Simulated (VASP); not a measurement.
# Co (Im-3m) in VASP: notebook

The runs below take Co through single point, with LDA.

Program: VASP 6.6.1. These are calculated values, not measurements. Logs are shortened: lines on timing, memory, paths and dates and some standing lists are left out, and cuts for length are marked.

### 1 The cell of the first run

It takes space group Im-3m (No. 229, cubic). The conventional cell has a = 2.700 Å, b = 2.700 Å, c = 2.700 Å, α = 90.00°, β = 90.00°, γ = 90.00°. Co (site symmetry m-3m) has 14 Co at 2.34 to 2.70 Å within 3.1 Å.

This isn't the form of Co at room conditions, which is hcp.

### 2 Single point, LDA, collinear spin, ferromagnetic start (9.85 Å³/atom)

Input file INCAR:

```
SYSTEM = Co
  PREC = Accurate
  ENCUT = 600
  EDIFF = 1E-6
  ISMEAR = -1
  SIGMA = 0.05
  LREAL = .FALSE.
  LASPH = .TRUE.
  NELM = 200
  ALGO = Normal
  ISIF = 2
  LWAVE = .FALSE.
  LCHARG = .FALSE.
  ISPIN = 2
  MAGMOM = 1.655 1.655
  LORBIT = 11
  LMAXMIX = 4
  NBANDS = 28
  GGA_COMPAT = .FALSE.
```

Input file KPOINTS:

```
regular mesh
0
G
  13 13 13
  0 0 0
```

Input file POSCAR:

```
Co
1.0
    2.7004234380      0.0000000000      0.0000000000
    0.0000000000      2.7004234380      0.0000000000
    0.0000000000      0.0000000000      2.7004234380
Co
2
Direct
    0.0000000000      0.0000000000      0.0000000000
    0.5000000000      0.5000000000      0.5000000000
```

Potentials or basis: VASP PAW LDA potentials, release 64 (Co_sv).

Started as:

```console
cat potpaw_LDA.64/Co_sv/POTCAR > POTCAR
mpirun -np 1 vasp_std > vasp.out
```

OUTCAR:

```text
SYSTEM = Co
   PREC = Accurate
   ENCUT = 600
   EDIFF = 1E-6
   ISMEAR = -1
   LREAL = .FALSE.
   LASPH = .TRUE.
   NELM = 200
   ISIF = 2
   ISPIN = 2
   LORBIT = 11

 ion  position               nearest neighbor table
   1  0.000  0.000  0.000-   2 2.34   2 2.34   2 2.34   2 2.34   2 2.34   2 2.34   2 2.34   2 2.34

   2  0.500  0.500  0.500-   1 2.34   1 2.34   1 2.34   1 2.34   1 2.34   1 2.34   1 2.34   1 2.34

  LATTYP: Found a simple cubic cell.
 ALAT       =     2.7004234380

  Lattice vectors:

 A1 = (   2.7004234380,   0.0000000000,   0.0000000000)
 A2 = (   0.0000000000,   2.7004234380,   0.0000000000)
 A3 = (   0.0000000000,   0.0000000000,   2.7004234380)

Analysis of symmetry for initial positions (statically):
=====================================================================
 Subroutine PRICEL returns following result:

  LATTYP: Found a body centered cubic cell.
 ALAT       =     2.7004234380
[... 12 lines left out ...]
 Subroutine GETGRP returns: Found 48 space group operations
 (whereof 48 operations were pure point group operations)
 out of a pool of 48 trial point group operations.

The static configuration has the point symmetry O_h .

Analysis of symmetry for dynamics (positions and initial velocities):
=====================================================================
 Subroutine PRICEL returns following result:

  LATTYP: Found a body centered cubic cell.
 ALAT       =     2.7004234380
[... 12 lines left out ...]
 Subroutine GETGRP returns: Found 48 space group operations
 (whereof 48 operations were pure point group operations)
 out of a pool of 48 trial point group operations.

The dynamic configuration has the point symmetry O_h .

Analysis of structural, dynamic, and magnetic symmetry:
=====================================================================
 Subroutine PRICEL returns following result:

  LATTYP: Found a body centered cubic cell.
 ALAT       =     2.7004234380
[... 12 lines left out ...]
 Subroutine GETGRP returns: Found 48 space group operations
 (whereof 48 operations were pure point group operations)
 out of a pool of 48 trial point group operations.

The overall configuration has the point symmetry O_h .

 Subroutine INISYM returns: Found 48 space group operations
 (whereof 48 operations are pure point group operations),
 and found     2 'primitive' translations

----------------------------------------------------------------------------------------

                                     Primitive cell

[... 108 lines left out ...]
     AMIX_MAG =   1.60;   BMIX_MAG =  1.00
  volume/ion in A,a.u.               =       9.85        66.44
  Fermi-wavevector in a.u.,A,eV,Ry     =   1.963975  3.711374 52.480357  3.857197
  Thomas-Fermi vector in A             =   2.988284
   LORBIT       =     11    0 simple, 1 ext, 2 COOP (PROOUT), +10 PAW based schemes
   GGA     = CA    functional components
   LHFCALC =     F    Hartree Fock is set to
   AEXX    =    0.0000 exact exchange contribution
   IVDW    =     0    specifies the selected vdW correction
   LEPSILON=     F    determine dielectric tensor
   LRPA    =     F    only Hartree local field effects (RPA)
 spin polarized calculation
  energy-cutoff  :      600.00
  volume of cell :       19.69
 maximum number of plane-waves:       691
 NGX is ok and might be reduce to    24
   NGX = 11   NGY = 11   NGZ = 11

 number of electron      34.0000067 magnetization       3.2211989

 Free energy of the ion-electron system (eV)
  ---------------------------------------------------
  ext. energy  EPLUGINS =         0.00000000
  ---------------------------------------------------
  free energy    TOTEN  =       -16.04634693 eV

  energy without entropy =      -16.02226156  energy(sigma->0) =      -16.03430424

 E-fermi :  13.4474     XC(G=0): -14.9525

 val. band max:       13.4415213063   @ k =   0.3077   0.3077   0.0769
 cond. band min:      13.4477297930   @ k =   0.1538   0.1538   0.0769
 fundamental gap:      0.0062084868
 Fermi energy:        13.4474356418

 spin component 1

 k-point     1 :       0.0000    0.0000    0.0000
  band No.  band energies     occupation
      1     -81.8258      1.00000
      2     -81.6607      1.00000
      3     -45.7052      1.00000
      4     -45.7052      1.00000
      5     -45.7052      1.00000
      6     -45.3621      1.00000
[... 733 lines left out ...]
     27      39.3242      0.00000
     28      42.1203      0.00000

 [... further k-points ...]

 spin component 2

 k-point     1 :       0.0000    0.0000    0.0000
  band No.  band energies     occupation
      1     -79.9678      1.00000
      2     -79.7930      1.00000
      3     -43.9159      1.00000
      4     -43.9159      1.00000
      5     -43.9159      1.00000
      6     -43.5505      1.00000
[... 733 lines left out ...]
     27      39.8272      0.00000
     28      42.4457      0.00000

 [... further k-points ...]

------------------------ aborting loop because EDIFF is reached ----------------------------------------

  FORCE on cell =-STRESS in cart. coord.  units (eV):
  Direction    XX          YY          ZZ          XY          YZ          ZX
  --------------------------------------------------------------------------------------
  -------------------------------------------------------------------------------------
  Total        0.7817456      0.7817456      0.7817456     -0.0000000     -0.0000000     -0.0000000
  in kB       63.6034116     63.6034116     63.6034116     -0.0000000     -0.0000000     -0.0000000
  external PRESSURE =      63.6034116 kB  Pullay stress =       0.0000000 kB

 VOLUME and BASIS-vectors are now :
 -----------------------------------------------------------------------------
  energy-cutoff  :      600.00
  volume of cell :       19.69
      direct lattice vectors                 reciprocal lattice vectors
     2.700423438  0.000000000  0.000000000     0.370312295  0.000000000  0.000000000
     0.000000000  2.700423438  0.000000000     0.000000000  0.370312295  0.000000000
     0.000000000  0.000000000  2.700423438     0.000000000  0.000000000  0.370312295

 POSITION                                       TOTAL-FORCE (eV/Angst)
 -----------------------------------------------------------------------------------
      0.00000      0.00000      0.00000         0.000000      0.000000      0.000000
      1.35021      1.35021      1.35021        -0.000000     -0.000000     -0.000000
 -----------------------------------------------------------------------------------
    total drift:                                0.000000      0.000000     -0.000000

  FREE ENERGIE OF THE ION-ELECTRON SYSTEM (eV)
  ---------------------------------------------------
  free  energy   TOTEN  =       -16.0463469289 eV

  energy  without entropy=      -16.0222615579  energy(sigma->0) =      -16.03430424

 total charge

# of ion       s       p       d       tot
------------------------------------------
    1        2.268   6.145   6.733  15.146
    2        2.268   6.145   6.733  15.146
--------------------------------------------------
tot          4.536  12.291  13.466  30.292

 magnetization (x)

# of ion       s       p       d       tot
------------------------------------------
    1        0.000  -0.008   1.633   1.626
    2        0.000  -0.008   1.633   1.626
--------------------------------------------------
tot          0.000  -0.015   3.267   3.252
```

OSZICAR:

```text
N       E                     dE             d eps       ncg     rms          rms(c)
DAV:   1     0.528618807858E+03    0.52862E+03   -0.18961E+04 13576   0.440E+03
DAV:   2     0.172607940643E+02   -0.51136E+03   -0.48795E+03 14500   0.979E+02
DAV:   3    -0.180240077103E+02   -0.35285E+02   -0.34364E+02 14316   0.244E+02
DAV:   4    -0.184218934112E+02   -0.39789E+00   -0.39759E+00 13320   0.230E+01
DAV:   5    -0.184468103029E+02   -0.24917E-01   -0.24916E-01 13496   0.619E+00    0.180E+01
DAV:   6    -0.165208513061E+02    0.19260E+01   -0.98011E+00 12092   0.993E+01    0.127E+01
DAV:   7    -0.160759136650E+02    0.44494E+00   -0.18889E+00 12356   0.409E+01    0.518E+00
DAV:   8    -0.160578777763E+02    0.18036E-01   -0.37835E-02 13824   0.296E+00    0.213E+00
DAV:   9    -0.160466637655E+02    0.11214E-01   -0.55315E-03 14964   0.201E+00    0.500E-01
DAV:  10    -0.160463301218E+02    0.33364E-03   -0.12310E-03 13836   0.101E+00    0.722E-02
DAV:  11    -0.160463436303E+02   -0.13508E-04   -0.40516E-05 11084   0.115E-01    0.314E-02
DAV:  12    -0.160463458811E+02   -0.22509E-05   -0.63429E-06 12912   0.658E-02    0.154E-02
DAV:  13    -0.160463469174E+02   -0.10363E-05   -0.75398E-07  6108   0.246E-02    0.312E-03
DAV:  14    -0.160463469289E+02   -0.11518E-07   -0.17185E-07  5688   0.122E-02
   1 F= -.16046347E+02 E0= -.16034304E+02  d E =-.240854E-01  mag=     3.2212
```

stdout:

```text
POSCAR found type information on POSCAR Co
 POSCAR found :  1 types and       2 ions
 scaLAPACK will be used
 LDA part: xc-table for (Slater(with rela. corr.)+CA(PZ))
 , standard interpolation
 POSCAR, INCAR and KPOINTS ok, starting setup
 FFT: planning ... GRIDC
 FFT: planning ... GRID_SOFT
 FFT: planning ... GRID
 WAVECAR not read
 entering main loop
```

Run time: 36 s. Hardware: 1 thread of Intel Xeon 6975P-C (Granite Rapids), shared host; peak memory 0.18 GiB.

Results:

```yaml
Free_energy: -16.0463 eV
Pressure: 6.4 GPa
Net_moment: 3.22 μB per cell
Site_moments: Co +1.63 μB
Valence_electrons_inside_the_program's_atomic_spheres: Co 15.15
```

Levels at points of the mesh, in eV from the Fermi level:
Spin up:
| k point | band 17 | band 18 | band 19 | band 20 | band 21 | band 22 |
| --- | --- | --- | --- | --- | --- | --- |
| (0.00, 0.00, 0.00) | -0.40 | -0.40 | -0.40 | 10.19 | 10.19 | 10.19 |
Spin down:
```tsv
k point	band 12	band 13	band 14	band 15	band 16	band 17	band 18	band 19	band 20	band 21
(0.00, 0.00, 0.00)	-1.67	-1.67	-1.67	0.21	0.21	1.20	1.20	1.20	10.49	10.49
```

Caveat: the cell stands under pressure.

### 3 Single point, LDA, collinear spin, ferromagnetic start (10.63 Å³/atom)

This run uses another cell than the first one, of 10.63 Å³/atom.

Input file INCAR:

```
SYSTEM = Co
ALGO     = Normal         ! electronic algorithm
EDIFF    = 1E-6           ! SCF threshold, eV
ENCUT    = 600            ! plane-wave cutoff, eV
GGA_COMPAT= .False.      
ISIF     = 2              ! what is computed and relaxed
ISMEAR   = -1             ! smearing method
ISPIN    = 2              ! spin polarisation
LASPH    = .True.         ! aspherical terms in the spheres
LCHARG   = .False.        ! write CHGCAR
LMAXMIX  = 4              ! l up to which the mixer works
LORBIT   = 11             ! projections on sites
LREAL    = .False.        ! projectors in reciprocal space
LWAVE    = .False.        ! write WAVECAR
MAGMOM   = 1.655 1.655    ! initial moments
NBANDS   = 28             ! bands
NELM     = 200            ! most SCF steps
PREC     = Accurate       ! precision mode
SIGMA    = 0.05           ! smearing width, eV
```

Input file KPOINTS:

```
k-points
0
Gamma
  13 13 13
  0 0 0
```

Input file POSCAR:

```
Co
1.0
    2.7705954749      0.0000000000      0.0000000000
    0.0000000000      2.7705954749      0.0000000000
    0.0000000000      0.0000000000      2.7705954749
Co
2
Direct
    0.0000000000      0.0000000000      0.0000000000
    0.5000000000      0.5000000000      0.5000000000
```

Potentials or basis: VASP PAW LDA potentials, release 64 (Co_sv).

Started as:

```console
cat potpaw_LDA.64/Co_sv/POTCAR > POTCAR
mpirun -np 1 vasp_std > vasp.out
```

It took 47 s on 1 thread of Intel Xeon Platinum 8488C (Sapphire Rapids), shared host; peak memory 0.19 GiB.

It converged, with:

```
Free energy                                           : -16.0390 eV
Pressure                                              : -13.5 GPa
Net moment                                            : 3.30 μB per cell
Site moments                                          : Co +1.67 μB
Valence electrons inside the program's atomic spheres : Co 15.08
```

Levels at points of the mesh, in eV from the Fermi level:
Spin up:
| k point | band 15 | band 16 | band 17 | band 18 | band 19 | band 20 | band 21 | band 22 | band 23 | band 24 |
| --- | --- | --- | --- | --- | --- | --- | --- | --- | --- | --- |
| (0.00, 0.00, 0.00) | -1.60 | -1.60 | -0.55 | -0.55 | -0.55 | 9.61 | 9.61 | 9.61 | 15.59 | 15.59 |
Spin down:
```
           k point  band 12  band 13  band 14  band 15  band 16  band 17  band 18  band 19
(0.00, 0.00, 0.00)    -1.50    -1.50    -1.50     0.21     0.21     1.08     1.08     1.08
```

Caveat: the cell stands under tension.

### 4 Single point, LDA, collinear spin, ferromagnetic start (8.66 Å³/atom)

This run uses another cell than the first one, of 8.66 Å³/atom.

Input file INCAR:

```
SYSTEM = Co
PREC = Accurate
ENCUT = 600
EDIFF = 1E-6
ISMEAR = -1
SIGMA = 0.05
LREAL = .False.
LASPH = .True.
NELM = 200
ALGO = Normal
ISIF = 2
LWAVE = .False.
LCHARG = .True.
ISPIN = 2
MAGMOM = 1.655 1.655
LORBIT = 11
LMAXMIX = 4
GGA = CA
LELF = .True.
LVHAR = .True.
NBANDS = 28
GGA_COMPAT = .False.
```

Input file KPOINTS:

```
regular mesh
0
Gamma
  13 13 13
  0 0 0
```

Input file POSCAR:

```
Co
1.0
    2.5877724966      0.0000000000      0.0000000000
    0.0000000000      2.5877724966      0.0000000000
    0.0000000000      0.0000000000      2.5877724966
Co
2
Direct
    0.0000000000      0.0000000000      0.0000000000
    0.5000000000      0.5000000000      0.5000000000
```

Started as:

```console
cat potpaw_LDA.64/Co_sv/POTCAR > POTCAR
mpirun -np 1 vasp_std > vasp.out
```

Wall time 72 s (1 thread of AMD EPYC 7R13 (Zen 3), shared host); peak memory 0.15 GiB.

Results (log left out):

| Item | Value |
| --- | --- |
| Free energy | -15.5558 eV |
| Pressure | 56.8 GPa |
| Net moment | 2.87 μB per cell |
| Site moments | Co +1.44 μB |
| Valence electrons inside the program's atomic spheres | Co 15.29 |

Levels at points of the mesh, in eV from the Fermi level:
Spin up:
| k point | band 16 | band 17 | band 18 | band 19 | band 20 | band 21 | band 22 | band 23 |
| --- | --- | --- | --- | --- | --- | --- | --- | --- |
| (0.00, 0.00, 0.00) | -1.45 | -0.06 | -0.06 | -0.06 | 11.30 | 11.30 | 11.30 | 18.09 |
Spin down:
```
           k point  band 12  band 13  band 14  band 15  band 16  band 17  band 18  band 19  band 20  band 21
(0.00, 0.00, 0.00)    -2.06    -2.06    -2.06     0.16     0.16     1.36     1.36     1.36    11.61    11.61
```

Caveat: the cell stands under pressure.

### 5 The runs side by side

| cell | gap on the mesh (eV) | pressure (GPa) | moment (μB) |
| --- | --- | --- | --- |
| a = 2.700 Å, 2 atoms | none | 6.4 | 3.22 |
| a = 2.771 Å, 2 atoms | none | -13.5 | 3.30 |
| a = 2.588 Å, 2 atoms | none | 56.8 | 2.87 |

Alike in all rows: task single point; level LDA; potentials or basis VASP PAW LDA potentials, release 64 (Co_sv); spin collinear, ferromagnetic start; k mesh 13 × 13 × 13; cutoff (eV) 600; smearing fermi-dirac 0.05 eV.

Caveats: the cell stands under pressure (at least some runs); the cell stands under tension (at least some runs).

Absolute energies hang on the potentials; compare differences alone.
